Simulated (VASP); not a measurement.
# Mo: single point with PBE

The system is Mo.

```
Mo
1.0
    -1.50121    1.50121    1.61972
     1.50121   -1.50121    1.61972
     1.50121    1.50121   -1.61972
Mo
1
Cartesian
  0.0000 0.0000 0.0000
```

This cell differs from its parent crystal: strain -0.050 along x and y, +0.025 along z.

* Program: VASP 6.6.1
* Task: single point
* Functional: PBE
* Potentials or basis: VASP PAW PBE potentials, release 64 (Mo_sv)
* Cutoff: 520 eV
* k mesh: 26 × 26 × 26
* Occupations: gaussian, width 0.15 eV
* Spin: no spin polarisation

```yaml
Pressure: 25.4 GPa
Band_gap_on_the_k_mesh: zero (band 7 reaches 17.93 eV, above the bottom of band 8 at 12.61 eV)
```

Stress tensor (GPa, compression positive):
```
33.60  0.00  0.00
 0.00 33.60  0.00
 0.00  0.00  8.93
```

Levels at points of the mesh, in eV from the Fermi level:
| k point | band 5 | band 6 | band 7 | band 8 | band 9 | band 10 |
| --- | --- | --- | --- | --- | --- | --- |
| (0.00, 0.00, 0.00) | -7.45 | -1.75 | -1.75 | -0.85 | 1.12 | 2.29 |
| (0.50, 0.00, 0.00) | -5.70 | -3.38 | 1.11 | 1.72 | 2.70 | 5.10 |
| (0.50, 0.50, 0.00) | -5.85 | -4.35 | 2.36 | 2.63 | 2.96 | 5.35 |
| (0.50, 0.50, 0.50) | -6.09 | -5.88 | 4.20 | 4.49 | 4.49 | 8.32 |

Run time: 2.5 min on 1 thread of Intel(R) Xeon(R) Platinum 8559C (Emerald Rapids), with other jobs on the host, peak memory 0.33 GiB.

Caveat: the cell differs from its parent crystal (strain -0.050 along x and y, +0.025 along z).
